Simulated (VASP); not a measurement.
# LiNb16 (a cell with a defect) in VASP: single point with PBE

Aim: the single point of LiNb16 (a cell with a defect) with PBE.

Everything below comes from runs of VASP 6.6.1. Logs are shortened: lines on timing, memory, paths and dates and some standing lists are left out, and cuts for length are marked.

**1. The cell of the first run**

The cell holds a defect, 17 atoms: a = 6.600 Å, b = 6.600 Å, c = 6.600 Å, α = 90.00°, β = 90.00°, γ = 90.00°.

**2. Single point, PBE**

INCAR

```
PREC = Accurate
ENCUT = 520
EDIFF = 1E-7
ISMEAR = -1
SIGMA = 0.15
LREAL = Auto
LASPH = True
NELM = 80
ALGO = Normal
ISIF = 2
LWAVE = False
LCHARG = False
GGA = PE
NBANDS = 120
```

KPOINTS

```
regular mesh
0
Gamma
  2 2 2
```

POSCAR

```
LiNb16
1.0
    6.6000000000      0.0000000000      0.0000000000
    0.0000000000      6.6000000000      0.0000000000
    0.0000000000      0.0000000000      6.6000000000
Nb Li
16 1
Direct
    0.0258161594     -0.0350450047      0.0002545802
    0.5090638050      0.0025338829      0.0000029795
    0.0270554394      0.5363041178      0.0002609918
   -0.0039956965     -0.0022942220      0.5001415208
    0.2403177207      0.2500213161      0.2475268985
    0.5089286874      0.4976807636      0.0000041758
    0.4879478666     -0.0041068715      0.4999058791
    0.7232702842      0.2494940296      0.2855584710
   -0.0038963363      0.5018597220      0.5001436342
    0.2613995192      0.7502109149      0.2539277583
    0.2403870154      0.2500198169      0.7523893256
    0.4879987589      0.5035990617      0.4999076748
    0.7533926397      0.7497336876      0.2521401118
    0.7226504945      0.2494873083      0.7138379417
    0.2613736510      0.7502090914      0.7463443193
    0.7533353872      0.7497314208      0.7480876790
    0.8743427041      0.2518340646     -0.0009124414
```

Potentials or basis: VASP PAW PBE potentials, release 64 (Nb_sv, Li_sv).

Launch:

```bash
cat potpaw_PBE.64/Nb_sv/POTCAR potpaw_PBE.64/Li_sv/POTCAR > POTCAR
mpirun -np 1 vasp_std > vasp.out
```

OUTCAR:

```text
PREC = Accurate
   ENCUT = 520
   EDIFF = 1E-7
   ISMEAR = -1
   LREAL = Auto
   LASPH = True
   NELM = 80
   ISIF = 2
   GGA = PE

 ion  position               nearest neighbor table
   1  0.026  0.965  0.000-  17 2.14  10 2.69  15 2.69   3 2.83  13 2.83  16 2.83   5 2.86  11 2.87

   2  0.509  0.003  0.000-  16 2.85  13 2.86   8 2.86  14 2.87  15 2.87  10 2.87   5 2.91  11 2.91

   3  0.027  0.536  0.000-  17 2.13  10 2.68  15 2.68   1 2.83  13 2.83  16 2.83   5 2.87  11 2.87

   4  0.996  0.998  0.500-  13 2.81  16 2.81  14 2.83   8 2.83  11 2.85   5 2.86  15 2.89  10 2.89

   5  0.240  0.250  0.248-   9 2.85   4 2.86   1 2.86   3 2.87  12 2.87   7 2.87   2 2.91   6 2.91

   6  0.509  0.498  0.000-  16 2.85  13 2.85   8 2.87  14 2.87  15 2.87  10 2.87   5 2.91  11 2.91

   7  0.488  0.996  0.500-  14 2.68   8 2.69  10 2.74  15 2.74   5 2.87  11 2.87  13 2.90  16 2.90

   8  0.723  0.249  0.286-  17 2.14   7 2.69  12 2.69  14 2.83   4 2.83   9 2.83   2 2.86   6 2.87

   9  0.996  0.502  0.500-  16 2.81  13 2.81  14 2.83   8 2.83  11 2.85   5 2.85  15 2.90  10 2.90

  10  0.261  0.750  0.254-   3 2.68   1 2.69   7 2.74  12 2.74   2 2.87   6 2.87   4 2.89   9 2.90

  11  0.240  0.250  0.752-   9 2.85   4 2.85   1 2.87   3 2.87  12 2.87   7 2.87   2 2.91   6 2.91

  12  0.488  0.504  0.500-  14 2.68   8 2.69  10 2.74  15 2.74   5 2.87  11 2.87  13 2.90  16 2.90

  13  0.753  0.750  0.252-   4 2.81   9 2.81   3 2.83   1 2.83   6 2.85   2 2.86  12 2.90   7 2.90

  14  0.723  0.249  0.714-  17 2.13   7 2.68  12 2.68   8 2.83   4 2.83   9 2.83   2 2.87   6 2.87

  15  0.261  0.750  0.746-   3 2.68   1 2.69   7 2.74  12 2.74   2 2.87   6 2.87   4 2.89   9 2.90

  16  0.753  0.750  0.748-   9 2.81   4 2.81   3 2.83   1 2.83   6 2.85   2 2.85  12 2.90   7 2.90

  17  0.874  0.252  0.999-   3 2.13  14 2.13   8 2.14   1 2.14

  LATTYP: Found a simple cubic cell.
 ALAT       =     6.6000000000

  Lattice vectors:

 A1 = (   6.6000000000,   0.0000000000,   0.0000000000)
 A2 = (   0.0000000000,   6.6000000000,   0.0000000000)
 A3 = (   0.0000000000,   0.0000000000,   6.6000000000)

Analysis of symmetry for initial positions (statically):
=====================================================================
 Subroutine PRICEL returns:
 Original cell was already a primitive cell.

 Routine SETGRP: Setting up the symmetry group for a
 simple cubic supercell.

 Subroutine GETGRP returns: Found  1 space group operations
 (whereof  1 operations were pure point group operations)
 out of a pool of 48 trial point group operations.

The static configuration has the point symmetry C_1 .

Analysis of symmetry for dynamics (positions and initial velocities):
=====================================================================
 Subroutine PRICEL returns:
 Original cell was already a primitive cell.

 Routine SETGRP: Setting up the symmetry group for a
 simple cubic supercell.

 Subroutine GETGRP returns: Found  1 space group operations
 (whereof  1 operations were pure point group operations)
 out of a pool of 48 trial point group operations.

The dynamic configuration has the point symmetry C_1 .

 Subroutine INISYM returns: Found  1 space group operations
 (whereof  1 operations are pure point group operations),
 and found     1 'primitive' translations

----------------------------------------------------------------------------------------

                                     Primitive cell

  volume of cell :     287.4960

  direct lattice vectors                    reciprocal lattice vectors
     6.600000000  0.000000000  0.000000000     0.151515152  0.000000000  0.000000000
     0.000000000  6.600000000  0.000000000     0.000000000  0.151515152  0.000000000
     0.000000000  0.000000000  6.600000000     0.000000000  0.000000000  0.151515152

  length of vectors
     6.600000000  6.600000000  6.600000000     0.151515152  0.151515152  0.151515152

  position of ions in fractional coordinates (direct lattice)
     0.025816159  0.964954995  0.000254580
     0.509063805  0.002533883  0.000002980
     0.027055439  0.536304118  0.000260992
     0.996004304  0.997705778  0.500141521
     0.240317721  0.250021316  0.247526898
     0.508928687  0.497680764  0.000004176
[... 9 lines left out ...]
     0.753335387  0.749731421  0.748087679
     0.874342704  0.251834065  0.999087559

  ion indices of the primitive-cell ions
   primitive index   ion index
                 1           1
                 2           2
                 3           3
                 4           4
                 5           5
                 6           6
[... 9 lines left out ...]
                16          16
                17          17

----------------------------------------------------------------------------------------

 KPOINTS: regular mesh

Automatic generation of k-mesh.
 Grid dimensions read from file:
 generate k-points for:    2    2    2

 Generating k-lattice:

  Cartesian coordinates                     Fractional coordinates (reciprocal lattice)
     0.075757576  0.000000000  0.000000000     0.500000000  0.000000000  0.000000000
     0.000000000  0.075757576  0.000000000     0.000000000  0.500000000  0.000000000
     0.000000000  0.000000000  0.075757576     0.000000000  0.000000000  0.500000000

  Length of vectors
     0.075757576  0.075757576  0.075757576

  Shift w.r.t. Gamma in fractional coordinates (k-lattice)
     0.000000000  0.000000000  0.000000000

 Subroutine IBZKPT returns following result:
 ===========================================

 Found      8 irreducible k-points:

 Following reciprocal coordinates:
            Coordinates               Weight
  0.000000  0.000000  0.000000      1.000000
  0.500000  0.000000  0.000000      1.000000
  0.000000  0.500000  0.000000      1.000000
  0.000000  0.000000  0.500000      1.000000
  0.500000  0.500000  0.000000      1.000000
  0.000000  0.500000  0.500000      1.000000
  0.500000  0.000000  0.500000      1.000000
  0.500000  0.500000  0.500000      1.000000
   k-points           NKPTS =      8   k-points in BZ     NKDIM =      8   number of bands    NBANDS=    120
   number of dos      NEDOS =    301   number of ions     NIONS =     17
   total plane-waves  NPLWV = 125000
   dimension x,y,z NGX =    50 NGY =   50 NGZ =   50
   dimension x,y,z NGXF=   100 NGYF=  100 NGZF=  100
   ions per type =              16   1
   NGX,Y,Z   is equivalent  to a cutoff of  12.59, 12.59, 12.59 a.u.
   NGXF,Y,Z  is equivalent  to a cutoff of  25.19, 25.19, 25.19 a.u.
 SYSTEM =  unknown system
   PREC   = accura    normal or accurate (medium, high low for compatibility)
   ISTART =      0    job   : 0-new  1-cont  2-samecut
   ICHARG =      2    charge: 1-file 2-atom 10-const
   ISPIN  =      1    spin polarized calculation?
   LNONCOLLINEAR =      F non collinear calculations
   LSORBIT =      F    spin-orbit coupling
   LASPH  =      T    aspherical Exc in radial PAW
   ENCUT  =  520.0 eV  38.22 Ry    6.18 a.u.  12.27 12.27 12.27*2*pi/ulx,y,z
   NELM   =     80;   NELMIN=  2; NELMDL= -5     # of ELM steps
   EDIFF  = 0.1E-06   stopping-criterion for ELM
   LREAL  =      T    real-space projection
   EDIFFG = 0.1E-05   stopping-criterion for IOM
   NSW    =      0    number of steps for IOM
   IBRION =     -1    ionic relax: 0-MD 1-quasi-New 2-CG
   NFREE  =      0    steps in history (QN), initial steepest desc. (CG)
   ISIF   =      2    stress and relaxation
   ISYM   =      2    0-nonsym 1-usesym 2-fastsym
   POTIM  = 0.5000    time-step for ionic-motion
   TEBEG  =    0.0;   TEEND  =   0.0 temperature during run
   PSTRESS=    0.0 pullay stress
   NELECT =     211.0000    total number of electrons
   NUPDOWN=      -1.0000    fix difference up-down
   EMIN   =  10.00;   EMAX   =-10.00  energy-range for DOS
   EFERMI =   0.00;   METHOD = LEGACY
   ISMEAR =    -1;   SIGMA  =   0.15  broadening in eV -4-tet -1-fermi 0-gaus
   EFERMI_NEDOS =   21; number of points for ismear=-14 and -15
   IALGO  =     38    algorithm
   IMIX   =      4    mixing-type and parameters
     AMIX     =   0.40;   BMIX     =  1.00
     AMIX_MAG =   1.60;   BMIX_MAG =  1.00
  volume/ion in A,a.u.               =      16.91       114.12
  Fermi-wavevector in a.u.,A,eV,Ry     =   1.476698  2.790555 29.669371  2.180637
  Thomas-Fermi vector in A             =   2.591193
   LORBIT       =      0    0 simple, 1 ext, 2 COOP (PROOUT), +10 PAW based schemes
   GGA     = PE    functional components
   LHFCALC =     F    Hartree Fock is set to
   AEXX    =    0.0000 exact exchange contribution
   IVDW    =     0    specifies the selected vdW correction
   LEPSILON=     F    determine dielectric tensor
   LRPA    =     F    only Hartree local field effects (RPA)
 non-spin polarized calculation
  energy-cutoff  :      520.00
  volume of cell :      287.50
 maximum number of plane-waves:      7809
 NGX is ok and might be reduce to    50
   NGX = 25   NGY = 25   NGZ = 25

 number of electron     211.0000008 magnetization

 Free energy of the ion-electron system (eV)
  ---------------------------------------------------
  ext. energy  EPLUGINS =         0.00000000
  ---------------------------------------------------
  free energy    TOTEN  =      -162.53699232 eV

  energy without entropy =     -161.49684285  energy(sigma->0) =     -162.01691759

 E-fermi :  11.5501     XC(G=0): -12.5769

 val. band max:       11.4995092300   @ k =   0.0000   0.5000   0.0000
 cond. band min:      11.6172886940   @ k =   0.0000   0.5000   0.5000
 fundamental gap:      0.1177794639
 Fermi energy:        11.5500522243

 k-point     1 :       0.0000    0.0000    0.0000
  band No.  band energies     occupation
      1     -43.0133      2.00000
      2     -42.8568      2.00000
      3     -42.7999      2.00000
      4     -42.7948      2.00000
      5     -42.7945      2.00000
      6     -42.7940      2.00000
[... 109 lines left out ...]
    116      13.3309      0.00001
    117      13.4729      0.00001
[... 838 lines left out ...]
    116      14.1795      0.00000
    117      14.3126      0.00000
 [bands above 117 left out]

------------------------ aborting loop because EDIFF is reached ----------------------------------------

  FORCE on cell =-STRESS in cart. coord.  units (eV):
  Direction    XX          YY          ZZ          XY          YZ          ZX
  --------------------------------------------------------------------------------------
  -------------------------------------------------------------------------------------
  Total       15.1861828     18.1822508     18.2157713      0.0562764      0.0010540      0.0279954
  in kB       84.6305958    101.3272879    101.5140937      0.3136209      0.0058735      0.1560147
  external PRESSURE =      95.8239925 kB  Pullay stress =       0.0000000 kB

 VOLUME and BASIS-vectors are now :
 -----------------------------------------------------------------------------
  energy-cutoff  :      520.00
  volume of cell :      287.50
      direct lattice vectors                 reciprocal lattice vectors
     6.600000000  0.000000000  0.000000000     0.151515152  0.000000000  0.000000000
     0.000000000  6.600000000  0.000000000     0.000000000  0.151515152  0.000000000
     0.000000000  0.000000000  6.600000000     0.000000000  0.000000000  0.151515152

 POSITION                                       TOTAL-FORCE (eV/Angst)
 -----------------------------------------------------------------------------------
      0.17039      6.36870      0.00168         0.025729     -0.041079     -0.002459
      3.35982      0.01672      0.00002         0.004803     -0.036988      0.001597
      0.17857      3.53961      0.00172         0.027687      0.043131     -0.001759
      6.57363      6.58486      3.30093        -0.017213      0.002450     -0.001169
      1.58610      1.65014      1.63368        -0.005614     -0.003642      0.038114
      3.35893      3.28469      0.00003         0.007740      0.033005      0.001604
[... 9 lines left out ...]
      4.97201      4.94823      4.93738         0.013162      0.001944      0.000404
      5.77066      1.66210      6.59398         0.006100     -0.003863      0.003327
 -----------------------------------------------------------------------------------
    total drift:                                0.000875      0.005116     -0.000047

  FREE ENERGIE OF THE ION-ELECTRON SYSTEM (eV)
  ---------------------------------------------------
  free  energy   TOTEN  =      -162.5369923242 eV

  energy  without entropy=     -161.4968428548  energy(sigma->0) =     -162.01691759
```

It took 8.8 min on 1 thread of Intel Xeon Platinum 8488C (Sapphire Rapids), shared host; peak memory 0.45 GiB.

What came out:

```yaml
Free_energy: -162.5370 eV
Largest_force: 0.051 eV/Å
Band_gap_on_the_k_mesh: zero (an odd number of electrons rules out a gap without spin polarisation)
```

Forces on the atoms (eV/Å):
```
Nb   0.026 -0.041 -0.002
Nb   0.005 -0.037  0.002
Nb   0.028  0.043 -0.002
Nb  -0.017  0.002 -0.001
Nb  -0.006 -0.004  0.038
Nb   0.008  0.033  0.002
Nb  -0.001 -0.022  0.001
Nb  -0.026  0.005  0.038
Nb  -0.014 -0.001 -0.001
Nb   0.002 -0.001  0.023
Nb  -0.007 -0.004 -0.037
Nb  -0.004  0.023  0.001
Nb   0.014  0.002 -0.001
Nb  -0.029  0.005 -0.040
Nb   0.004 -0.001 -0.023
Nb   0.013  0.002  0.000
Li   0.006 -0.004  0.003
```

Levels at points of the mesh, in eV from the Fermi level:
| k point | band 102 | band 103 | band 104 | band 105 | band 106 | band 107 | band 108 | band 109 |
| --- | --- | --- | --- | --- | --- | --- | --- | --- |
| (0.00, 0.00, 0.00) | 0.27 | 0.27 | 0.39 | 0.40 | 0.40 | 0.63 | 0.78 | 0.78 |
| (0.50, 0.00, 0.00) | -0.39 | -0.39 | 0.23 | 0.23 | 0.24 | 0.33 | 0.33 | 0.44 |
| (0.00, 0.50, 0.00) | -0.31 | -0.05 | 0.12 | 0.18 | 0.25 | 0.35 | 0.37 | 0.43 |
| (0.00, 0.00, 0.50) | -0.31 | -0.05 | 0.12 | 0.18 | 0.25 | 0.35 | 0.37 | 0.43 |
| (0.50, 0.50, 0.00) | -0.61 | -0.50 | -0.49 | -0.39 | -0.33 | -0.27 | -0.07 | 0.27 |
| (0.00, 0.50, 0.50) | -0.59 | -0.59 | -0.45 | -0.38 | -0.27 | -0.22 | 0.07 | 0.07 |
| (0.50, 0.00, 0.50) | -0.61 | -0.50 | -0.49 | -0.39 | -0.33 | -0.27 | -0.07 | 0.27 |
| (0.50, 0.50, 0.50) | -1.30 | -1.30 | -1.26 | -1.26 | -1.08 | -1.04 | -1.02 | -1.02 |

Caveat: the k points lie up to 0.48 Å⁻¹ apart, too coarse for converged energies and pressures of a metal; the cutoff is under 1.25 times the usual one of these potentials, so pressure, stress and relaxed cells hold a basis-set (Pulay) error.
